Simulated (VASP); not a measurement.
Runs of VASP 6.6.1 on Ga3Cl. The structure is that of space group Pm-3m (No. 221), or close to it. The cells are those of the table. 

| task | cell | k mesh | cutoff (eV) | gap on the mesh (eV) | pressure (GPa) | relaxed volume (Å³/atom) |
| --- | --- | --- | --- | --- | --- | --- |
| relaxation of cell and atoms | relaxed from a = 4.251 Å, 4 atoms | 4 × 4 × 4 | 600 | none | -0.2 | 23.29 |
| single point | a = 4.235, b = 4.235, c = 4.191 Å, 4 atoms | 4 × 4 × 4 | 520 | none | 7.6 | - |
| single point | a = 4.251 Å, 4 atoms | 4 × 4 × 4 | 520 | none | 6.4 | - |
| single point | a = 4.516 Å, 4 atoms | 4 × 4 × 4 | 520 | none | 0.1 | - |
| relaxation of cell and atoms | relaxed from a = 4.235, b = 4.235, c = 4.191 Å, 4 atoms | 4 × 4 × 4 | 600 | none | 0.0 | (b) |
| relaxation of cell and atoms | relaxed from a = 4.516 Å, 4 atoms | 10 × 10 × 10 | 600 | none | 0.0 | (a) |
| single point | a = 4.469 Å, 4 atoms | 10 × 10 × 10 | 520 | none | 0.0 | - |

Alike in all rows: level PBE; potentials or basis VASP PAW PBE potentials, release 64 (Ga_d, Cl); no spin polarisation; smearing gaussian 0.1 eV.

**Question.** Estimate the missing entries.

**Answer.** (a) 22.32; (b) 21.06.

Caveats: some runs use coarse meshes; the volume moved by over 15 % at a fixed basis, so the end points are rough (some runs).

A k mesh can miss the band edges, and the runs leave out spin-orbit coupling on Ga.

A gap of «none» marks levels without a gap at the run's occupations.
